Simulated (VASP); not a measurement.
Wanted: the native input for a VASP 6.6.1 run.

- Task: density of states
- Functional: PBE
- Potentials or basis: VASP PAW PBE potentials, release 64 (Bi_d, Te)
- Cutoff: 520 eV
- k mesh: 10 × 10 × 10
- Occupations: fermi-dirac, width 0.03 eV
- Spin: no spin polarisation
- Dipole correction: no
- k mesh for the DOS: 15 × 15 × 15
- Occupations for the DOS: tetrahedron
- Further INCAR settings: ALGO = Normal; EDIFF = 1e-06; NBANDS = 18

Crystal: BiTe.

```
Bi Te
1.0
     0.00000    3.23500    3.23500
     3.23500    0.00000    3.23500
     3.23500    3.23500    0.00000
Bi Te
1 1
Direct
  0.00000 0.00000 0.00000
  0.50000 0.50000 0.50000
```

One way to write it, as run:

POSCAR

```
BiTe
1.0
    0.0000000000      3.2350000000      3.2350000000
    3.2350000000      0.0000000000      3.2350000000
    3.2350000000      3.2350000000      0.0000000000
Bi Te
1 1
Direct
    0.0000000000      0.0000000000      0.0000000000
    0.5000000000      0.5000000000      0.5000000000
```

INCAR.step1

```
SYSTEM = BiTe
  PREC = Accurate
  ENCUT = 520
  EDIFF = 1E-6
  ISMEAR = -1
  SIGMA = 0.03
  LREAL = .False.
  LASPH = .True.
  NELM = 60
  ALGO = Normal
  ISIF = 2
  LWAVE = .False.
  LCHARG = .True.
  GGA = PE
  NBANDS = 18
```

KPOINTS.step1

```
Automatic mesh
0
Gamma
  10 10 10
  0 0 0
```

INCAR.step2

```
SYSTEM = BiTe
  PREC = Accurate
  ENCUT = 520
  EDIFF = 1E-6
  ISMEAR = -5
  SIGMA = 0.03
  LREAL = .False.
  LASPH = .True.
  NELM = 60
  ALGO = Normal
  ISIF = 2
  LWAVE = .False.
  LCHARG = .False.
  GGA = PE
  LORBIT = 11
  NBANDS = 18
  NEDOS = 1001
  ICHARG = 11
```

KPOINTS.step2

```
Automatic mesh
0
Gamma
  15 15 15
  0 0 0
```

Potentials or basis: VASP PAW PBE potentials, release 64 (Bi_d, Te).

The run is started by

```sh
$ cat potpaw_PBE.64/Bi_d/POTCAR potpaw_PBE.64/Te/POTCAR > POTCAR
$ cp INCAR.step1 INCAR
$ cp KPOINTS.step1 KPOINTS
$ mpirun -np 1 vasp_std > vasp.out
$ cp INCAR.step2 INCAR
$ cp KPOINTS.step2 KPOINTS
$ mpirun -np 1 vasp_std > vasp.out
```

It gave:

```
Valence electrons inside the program's atomic spheres : Bi 12.70; Te 3.32
```

Caveat: spin-orbit coupling is left out, which moves the levels of the heavy elements.

Wall time 2.4 min on 1 thread of Intel(R) Xeon(R) Platinum 8259CL CPU @ 2.50GHz (Skylake/Cascade Lake), with other jobs on the host, peak memory 0.29 GiB.
